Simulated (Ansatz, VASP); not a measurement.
**One calculation of PbO2, two programs**

POSCAR

```
PbO2
1.0
    4.9981687344      0.0000000000      0.0000000000
    0.0000000000      4.9981687344      0.0000000000
    0.0000000000      0.0000000000      3.4118054259
Pb O
2 4
Direct
    0.0000000000      0.0000000000      0.0000000000
    0.5000000000      0.5000000000      0.5000000000
    0.3076319895      0.3076319895      0.0000000000
    0.1923680105      0.8076319895      0.5000000000
    0.8076319895      0.1923680105      0.5000000000
    0.6923680105      0.6923680105      0.0000000000
```

The input INCAR.step1:

```
ALGO = Normal
EDIFF = 1E-4
ENCUT = 520
GGA = PE
ISMEAR = 0
LASPH = T
LCHARG = F
LREAL = F
LWAVE = T
NBANDS = 35
NELM = 80
PREC = Accurate
SIGMA = 0.1
```

The input INCAR.step2:

```
ALGO = Normal
EDIFF = 1E-6
ENCUT = 520
ISIF = 2
ISMEAR = 0
ISTART = 1
LASPH = T
LCHARG = T
LELF = T
LMIXTAU = T
LREAL = F
LVHAR = T
LWAVE = F
METAGGA = R2SCAN
NBANDS = 35
NELM = 80
PREC = Accurate
SIGMA = 0.1
```

Contents of KPOINTS:

```
k-points
0
Gamma
  8 8 10
```

Input for Ansatz:

```yaml
crystal:
  lattice:
    - [4.9981687344, 0.0, 0.0]
    - [0.0, 4.9981687344, 0.0]
    - [0.0, 0.0, 3.4118054259]
  atoms:
    - { symbol: Pb, position: [0.0, 0.0, 0.0] }
    - { symbol: Pb, position: [0.5, 0.5, 0.5] }
    - { symbol: O, position: [0.3076319895, 0.3076319895, 0.0] }
    - { symbol: O, position: [0.1923680105, 0.8076319895, 0.5] }
    - { symbol: O, position: [0.8076319895, 0.1923680105, 0.5] }
    - { symbol: O, position: [0.6923680105, 0.6923680105, 0.0] }
basis:
  ecutwfc: 500
kpoints:
  mp_grid: { grid: [8, 8, 10] }
hamiltonian:
  xc: r2scan
  pseudopotentials: { kind: paw, azcp: { folder: soft_1 } }
scf:
  occupations: { method: gaussian, width: 0.1 }
output:
  forces: true
  stress: true
  eigenvalues: true
```

Alike in both runs: task single point; functional r2SCAN; k mesh 8 × 8 × 10; occupations gaussian, width 0.1 eV; no spin polarisation.

|  | VASP | Ansatz |
| --- | --- | --- |
| version | VASP 6.6.1 | Ansatz 0.2.0 |
| potentials or method | VASP PAW PBE potentials, release 64 (Pb_d, O), cutoff 520 eV | scalar-relativistic, plane waves, PAW |
| valence electrons in the cell | 52 | 52 |

VASP gave:

```
gap on the k mesh at the Fermi level (eV)                     : none
pressure (GPa)                                                : -0.1
traceless stress, the component that is largest in VASP (GPa) : 0.06
rms of the force components (eV/Å)                            : 0.018
```

Question: What did Ansatz give for the same quantities?

Answer: gap on the k mesh at the Fermi level (eV): none; pressure (GPa): -0.9; traceless stress, the component that is largest in VASP (GPa): -0.19; rms of the force components (eV/Å): 0.010.

VASP's potentials were made for PBE, not for r2SCAN. Atom by atom the forces differ by 0.008 eV/Å (rms over components). A gap of «none» marks a metal or a gap that the smearing closes.

Spin-orbit coupling is off throughout.
